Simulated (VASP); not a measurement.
The system is AlN.

```
Al N
1.0
     0.00000    2.18488    2.07825
     2.18488    0.00000    2.07825
     2.18488    2.18488    0.00000
Al N
1 1
Direct
  0.00000 0.00000 0.00000
  0.25000 0.25000 0.25000
```

This cell differs from its parent crystal: uniaxial z strain -4.9%.

Base run:

- Program: VASP 6.6.1
- Functional: PBE
- Potentials or basis: VASP PAW PBE potentials, release 64 (Al, N)
- Cutoff: 520 eV
- k mesh: 10 × 10 × 10
- Occupations: fermi-dirac, width 0.02 eV
- Spin: no spin polarisation

Its results: band gap on the k mesh 3.07 eV, indirect (least direct gap 4.50 eV); pressure 15.7 GPa.

Question: The run is repeated on the same cell with these changes: functional from PBE to r2SCAN; occupations from fermi-dirac, width 0.02 eV to gaussian, width 0.01 eV. What comes out?

Answer: Band gap on the k mesh 3.70 eV, indirect (least direct gap 5.21 eV); pressure 11.0 GPa.

Caveats: the PAW data sets were made with another functional, which shifts forces and pressure a little (some runs).

A k mesh can miss the band edges.
